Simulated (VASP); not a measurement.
Ga:

```
Ga
1.0
    -1.38440    1.38440    2.31122
     1.38440   -1.38440    2.31122
     1.38440    1.38440   -2.31122
Ga
1
Direct
  0.00000 0.00000 0.00000
```

| Item | Value |
| --- | --- |
| Program | VASP 6.6.1 |
| Task | relaxation of cell and atoms |
| Functional | PBEsol |
| Dispersion | D4 |
| Potentials or basis | VASP PAW PBE potentials, release 64 (Ga_d) |
| Cutoff | 600 eV |
| k mesh | 13 × 13 × 13 |
| Occupations | fermi-dirac, width 0.05 eV |
| Spin | no spin polarisation |

At the start: pressure -2.8 GPa; volume 17.72 Å³/atom.

Q: How do energy, volume and symmetry change on relaxing?

A: Over 10 steps the energy falls by 7.7 meV/atom and the volume is 16.89 Å³/atom (-4.7 %); space group I4/mmm (No. 139, to 0.1 Å) before and after.

The path:
| step | energy change (eV) | largest force (eV/Å) | pressure (GPa) | volume (Å³) |
| --- | --- | --- | --- | --- |
| 1 | 0.0000 | 0.0000 | -2.85 | 17.72 |
| 2 | -0.0070 | 0.0000 | -0.09 | 16.92 |
| 3 | -0.0070 | 0.0000 | 0.31 | 16.89 |
| 4 | -0.0070 | 0.0000 | 0.19 | 16.91 |
| 5 | -0.0072 | 0.0000 | 0.02 | 16.96 |
| 6 | -0.0072 | 0.0000 | -0.32 | 17.03 |
| 7 | -0.0073 | 0.0000 | -0.30 | 17.00 |
| 8 | -0.0077 | 0.0000 | -0.10 | 16.91 |
| 9 | -0.0063 | 0.0000 | 0.77 | 16.74 |
| 10 | -0.0077 | 0.0000 | 0.00 | 16.89 |

Final structure:
```yaml
crystal:
  lattice:
    - [-1.37550, 1.37550, 2.23179]
    - [1.37550, -1.37550, 2.23179]
    - [1.37550, 1.37550, -2.23179]
  atoms:
    - { symbol: Ga, position: [0.00000, 0.00000, 0.00000] }
```

Caveat: the PAW data sets were made with another functional, which shifts forces and pressure a little.
